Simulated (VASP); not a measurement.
# S (Pm-3m) in VASP: single point with PBEsol

Aim: the single point of S with PBEsol.

All numbers are computed with VASP 6.6.1; they aren't measurements. Logs are shortened: lines on timing, memory, paths and dates and some standing lists are left out, and cuts for length are marked.

## Step 1: The cell of the first run

It takes space group Pm-3m (No. 221, cubic). The conventional cell has a = 2.539 Å, b = 2.539 Å, c = 2.539 Å, α = 90.00°, β = 90.00°, γ = 90.00°. S (site symmetry m-3m) has 6 S at 2.54 Å within 3.4 Å.

This isn't the form of S at room conditions, which is orthorhombic, of S8 rings.

## Step 2: Single point, PBEsol

Contents of INCAR:

```
SYSTEM = S
ALGO = Normal
EDIFF = 1E-7
ENCUT = 520
GGA = PS
ISIF = 2
ISMEAR = -1
LASPH = .True.
LCHARG = .False.
LREAL = .False.
LWAVE = .False.
NBANDS = 9
NELM = 100
PREC = Accurate
SIGMA = 0.05
```

Contents of KPOINTS:

```
k-points
0
Gamma
  16 16 16
  0 0 0
```

Contents of POSCAR:

```
S
1.0
    2.5392827110      0.0000000000      0.0000000000
    0.0000000000      2.5392827110      0.0000000000
    0.0000000000      0.0000000000      2.5392827110
S
1
Direct
    0.0000000000      0.0000000000      0.0000000000
```

Potentials or basis: VASP PAW PBE potentials, release 64 (S).

Command:

```sh
> cat potpaw_PBE.64/S/POTCAR > POTCAR
> mpirun -np 1 vasp_std > vasp.out
```

OUTCAR:

```text
SYSTEM = S
   EDIFF = 1E-7
   ENCUT = 520
   GGA = PS
   ISIF = 2
   ISMEAR = -1
   LASPH = .True.
   LREAL = .False.
   NELM = 100
   PREC = Accurate

 ion  position               nearest neighbor table
   1  0.000  0.000  0.000-

  LATTYP: Found a simple cubic cell.
 ALAT       =     2.5392827110

  Lattice vectors:

 A1 = (   2.5392827110,   0.0000000000,   0.0000000000)
 A2 = (   0.0000000000,   2.5392827110,   0.0000000000)
 A3 = (   0.0000000000,   0.0000000000,   2.5392827110)

Analysis of symmetry for initial positions (statically):
=====================================================================
 Subroutine PRICEL returns:
 Original cell was already a primitive cell.

 Routine SETGRP: Setting up the symmetry group for a
 simple cubic supercell.

 Subroutine GETGRP returns: Found 48 space group operations
 (whereof 48 operations were pure point group operations)
 out of a pool of 48 trial point group operations.

The static configuration has the point symmetry O_h .

Analysis of symmetry for dynamics (positions and initial velocities):
=====================================================================
 Subroutine PRICEL returns:
 Original cell was already a primitive cell.

 Routine SETGRP: Setting up the symmetry group for a
 simple cubic supercell.

 Subroutine GETGRP returns: Found 48 space group operations
 (whereof 48 operations were pure point group operations)
 out of a pool of 48 trial point group operations.

The dynamic configuration has the point symmetry O_h .

 Subroutine INISYM returns: Found 48 space group operations
 (whereof 48 operations are pure point group operations),
 and found     1 'primitive' translations

----------------------------------------------------------------------------------------

                                     Primitive cell

  volume of cell :      16.3732

  direct lattice vectors                    reciprocal lattice vectors
     2.539282711  0.000000000  0.000000000     0.393811999  0.000000000  0.000000000
     0.000000000  2.539282711  0.000000000     0.000000000  0.393811999  0.000000000
     0.000000000  0.000000000  2.539282711     0.000000000  0.000000000  0.393811999

  length of vectors
     2.539282711  2.539282711  2.539282711     0.393811999  0.393811999  0.393811999

  position of ions in fractional coordinates (direct lattice)
     0.000000000  0.000000000  0.000000000

  ion indices of the primitive-cell ions
   primitive index   ion index
                 1           1

----------------------------------------------------------------------------------------

 KPOINTS: k-points

Automatic generation of k-mesh.
 Grid dimensions read from file:
 generate k-points for:   16   16   16

 Generating k-lattice:

  Cartesian coordinates                     Fractional coordinates (reciprocal lattice)
     0.024613250  0.000000000  0.000000000     0.062500000  0.000000000  0.000000000
     0.000000000  0.024613250  0.000000000     0.000000000  0.062500000  0.000000000
     0.000000000  0.000000000  0.024613250     0.000000000  0.000000000  0.062500000

  Length of vectors
     0.024613250  0.024613250  0.024613250

  Shift w.r.t. Gamma in fractional coordinates (k-lattice)
     0.000000000  0.000000000  0.000000000

 Subroutine IBZKPT returns following result:
 ===========================================

 Found    165 irreducible k-points:

 Following reciprocal coordinates:
            Coordinates               Weight
  0.000000  0.000000  0.000000      1.000000
  0.062500  0.000000  0.000000      6.000000
  0.125000  0.000000  0.000000      6.000000
  0.187500  0.000000  0.000000      6.000000
  0.250000  0.000000  0.000000      6.000000
  0.312500  0.000000  0.000000      6.000000
[... 16 lines left out ...]
  0.437500  0.125000  0.000000     24.000000
  0.500000  0.125000  0.000000     12.000000
 [... further k-points ...]
   k-points           NKPTS =    165   k-points in BZ     NKDIM =    165   number of bands    NBANDS=      9
   number of dos      NEDOS =    301   number of ions     NIONS =      1
   total plane-waves  NPLWV =   8000
   dimension x,y,z NGX =    20 NGY =   20 NGZ =   20
   dimension x,y,z NGXF=    40 NGYF=   40 NGZF=   40
   ions per type =               1
   NGX,Y,Z   is equivalent  to a cutoff of  13.09, 13.09, 13.09 a.u.
   NGXF,Y,Z  is equivalent  to a cutoff of  26.19, 26.19, 26.19 a.u.
 SYSTEM =  S
   PREC   = accura    normal or accurate (medium, high low for compatibility)
   ISTART =      0    job   : 0-new  1-cont  2-samecut
   ICHARG =      2    charge: 1-file 2-atom 10-const
   ISPIN  =      1    spin polarized calculation?
   LNONCOLLINEAR =      F non collinear calculations
   LSORBIT =      F    spin-orbit coupling
   LASPH  =      T    aspherical Exc in radial PAW
   ENCUT  =  520.0 eV  38.22 Ry    6.18 a.u.   4.72  4.72  4.72*2*pi/ulx,y,z
   NELM   =    100;   NELMIN=  2; NELMDL= -5     # of ELM steps
   EDIFF  = 0.1E-06   stopping-criterion for ELM
   LREAL  =      F    real-space projection
   EDIFFG = 0.1E-05   stopping-criterion for IOM
   NSW    =      0    number of steps for IOM
   IBRION =     -1    ionic relax: 0-MD 1-quasi-New 2-CG
   NFREE  =      0    steps in history (QN), initial steepest desc. (CG)
   ISIF   =      2    stress and relaxation
   ISYM   =      2    0-nonsym 1-usesym 2-fastsym
   POTIM  = 0.5000    time-step for ionic-motion
   TEBEG  =    0.0;   TEEND  =   0.0 temperature during run
   PSTRESS=    0.0 pullay stress
   NELECT =       6.0000    total number of electrons
   NUPDOWN=      -1.0000    fix difference up-down
   EMIN   =  10.00;   EMAX   =-10.00  energy-range for DOS
   EFERMI =   0.00;   METHOD = LEGACY
   ISMEAR =    -1;   SIGMA  =   0.05  broadening in eV -4-tet -1-fermi 0-gaus
   EFERMI_NEDOS =   21; number of points for ismear=-14 and -15
   IALGO  =     38    algorithm
   IMIX   =      4    mixing-type and parameters
     AMIX     =   0.40;   BMIX     =  1.00
     AMIX_MAG =   1.60;   BMIX_MAG =  1.00
  volume/ion in A,a.u.               =      16.37       110.49
  Fermi-wavevector in a.u.,A,eV,Ry     =   1.171514  2.213841 18.673252  1.372445
  Thomas-Fermi vector in A             =   2.307957
   LORBIT       =      0    0 simple, 1 ext, 2 COOP (PROOUT), +10 PAW based schemes
   GGA     = PS    functional components
   LHFCALC =     F    Hartree Fock is set to
   AEXX    =    0.0000 exact exchange contribution
   IVDW    =     0    specifies the selected vdW correction
   LEPSILON=     F    determine dielectric tensor
   LRPA    =     F    only Hartree local field effects (RPA)
 non-spin polarized calculation
  energy-cutoff  :      520.00
  volume of cell :       16.37
 maximum number of plane-waves:       466
 NGX is ok and might be reduce to    20
   NGX =  9   NGY =  9   NGZ =  9

 number of electron       5.9999998 magnetization

 Free energy of the ion-electron system (eV)
  ---------------------------------------------------
  ext. energy  EPLUGINS =         0.00000000
  ---------------------------------------------------
  free energy    TOTEN  =        -3.96552376 eV

  energy without entropy =       -3.96334176  energy(sigma->0) =       -3.96443276

 E-fermi :   7.5861     XC(G=0): -10.9590

 val. band max:        7.5222454725   @ k =   0.4375   0.4375   0.2500
 cond. band min:       7.6312143202   @ k =   0.5000   0.4375   0.2500
 fundamental gap:      0.1089688478
 Fermi energy:         7.5861278119

 k-point     1 :       0.0000    0.0000    0.0000
  band No.  band energies     occupation
      1      -9.8457      2.00000
      2       9.2153      0.00000
      3       9.2153      0.00000
      4       9.2153      0.00000
      5      14.8292      0.00000
      6      14.8292      0.00000
      7      18.0643      0.00000
      8      29.8170      0.00000
      9      29.8170      0.00000

 k-point     2 :       0.0625    0.0000    0.0000
  band No.  band energies     occupation
      1      -9.7727      2.00000
      2       8.4437      0.00000
      3       9.2652      0.00000
      4       9.2652      0.00000
      5      14.8914      0.00000
      6      15.5015      0.00000
      7      18.3468      0.00000
      8      29.1963      0.00000
      9      29.1997      0.00000

 k-point     3 :       0.1250    0.0000    0.0000
  band No.  band energies     occupation
      1      -9.5560      2.00000
      2       6.8272      2.00000
      3       9.4115      0.00000
      4       9.4115      0.00000
      5      15.0743      0.00000
      6      16.6201      0.00000
      7      19.3725      0.00000
      8      27.8196      0.00000
      9      27.8196      0.00000

 k-point     4 :       0.1875    0.0000    0.0000
  band No.  band energies     occupation
      1      -9.2028      2.00000
      2       5.0324      2.00000
      3       9.6430      0.00000
      4       9.6430      0.00000
      5      15.3662      0.00000
      6      17.4553      0.00000
      7      21.1149      0.00000
      8      26.2554      0.00000
      9      26.2554      0.00000

 k-point     5 :       0.2500    0.0000    0.0000
  band No.  band energies     occupation
      1      -8.7282      2.00000
      2       3.2896      2.00000
      3       9.9388      0.00000
      4       9.9388      0.00000
      5      15.7442      0.00000
      6      18.1816      0.00000
      7      22.9141      0.00000
      8      24.7574      0.00000
      9      24.7574      0.00000

 k-point     6 :       0.3125    0.0000    0.0000
  band No.  band energies     occupation
      1      -8.1626      2.00000
      2       1.7030      2.00000
      3      10.2653      0.00000
      4      10.2653      0.00000
      5      16.1693      0.00000
      6      18.9617      0.00000
      7      23.4505      0.00000
      8      23.4505      0.00000
      9      23.9510      0.00000
[... 169 lines left out ...]
 k-point    21 :       0.3125    0.1250    0.0000
  band No.  band energies     occupation
      1      -7.8745      2.00000
      2       1.9555      2.00000
      3       8.0948      0.00008
      4      10.4510      0.00000
      5      17.3893      0.00000
      6      19.2221      0.00000
      7      21.6701      0.00000
      8      23.6686      0.00000
      9      25.4584      0.00000

 k-point    22 :       0.3750    0.1250    0.0000
  band No.  band energies     occupation
      1      -7.2800      2.00000
      2       0.6230      2.00000
      3       8.4755      0.00000
      4      10.7545      0.00000
      5      17.8405      0.00000
      6      18.5715      0.00000
      7      22.0365      0.00000
      8      22.6535      0.00000
      9      25.4295      0.00000

 k-point    23 :       0.4375    0.1250    0.0000
  band No.  band energies     occupation
      1      -6.7803      2.00000
      2      -0.3245      2.00000
      3       8.7628      0.00000
      4      10.9766      0.00000
      5      17.9134      0.00000
      6      18.2828      0.00000
      7      21.9978      0.00000
      8      22.5925      0.00000
      9      24.8019      0.00000

 k-point    24 :       0.5000    0.1250    0.0000
  band No.  band energies     occupation
      1      -6.5731      2.00000
      2      -0.6816      2.00000
      3       8.8716      0.00000
      4      11.0589      0.00000
      5      17.7275      0.00000
      6      18.3883      0.00000
      7      21.7699      0.00000
      8      22.9473      0.00000
      9      24.3827      0.00000

 [... further k-points ...]

------------------------ aborting loop because EDIFF is reached ----------------------------------------

  FORCE on cell =-STRESS in cart. coord.  units (eV):
  Direction    XX          YY          ZZ          XY          YZ          ZX
  --------------------------------------------------------------------------------------
  -------------------------------------------------------------------------------------
  Total        0.0103966      0.0103966      0.0103966      0.0000000      0.0000000     -0.0000000
  in kB        1.0173423      1.0173423      1.0173423      0.0000000      0.0000000     -0.0000000
  external PRESSURE =       1.0173423 kB  Pullay stress =       0.0000000 kB

 VOLUME and BASIS-vectors are now :
 -----------------------------------------------------------------------------
  energy-cutoff  :      520.00
  volume of cell :       16.37
      direct lattice vectors                 reciprocal lattice vectors
     2.539282711  0.000000000  0.000000000     0.393811999  0.000000000  0.000000000
     0.000000000  2.539282711  0.000000000     0.000000000  0.393811999  0.000000000
     0.000000000  0.000000000  2.539282711     0.000000000  0.000000000  0.393811999

 POSITION                                       TOTAL-FORCE (eV/Angst)
 -----------------------------------------------------------------------------------
      0.00000      0.00000      0.00000         0.000000      0.000000      0.000000
 -----------------------------------------------------------------------------------
    total drift:                               -0.000000     -0.000000      0.000000

  FREE ENERGIE OF THE ION-ELECTRON SYSTEM (eV)
  ---------------------------------------------------
  free  energy   TOTEN  =        -3.9655237581 eV

  energy  without entropy=       -3.9633417594  energy(sigma->0) =       -3.96443276
```

Run time: 27 s. Hardware: 1 thread of Intel Xeon 8259CL, shared host; peak memory 0.13 GiB.

What came out:

| Quantity | Value |
| --- | --- |
| Free energy | -3.9655 eV |
| Pressure | 0.1 GPa |
| Band gap on the k mesh | zero (bands 3 and 4 overlap by 7.23 eV) |

Levels at points of the mesh, in eV from the Fermi level:
```tsv
k point	band 1	band 2	band 3	band 4	band 5	band 6
(0.00, 0.00, 0.00)	-17.43	1.63	1.63	1.63	7.24	7.24
(0.50, 0.00, 0.00)	-14.45	-8.53	3.30	3.30	9.42	13.95
(0.50, 0.50, 0.00)	-11.43	-6.06	-6.06	2.18	4.77	14.29
(0.50, 0.50, 0.50)	-8.23	-3.93	-3.93	-3.93	5.48	5.48
```

Caveat: the PAW data sets were made with another functional, which shifts forces and pressure a little.
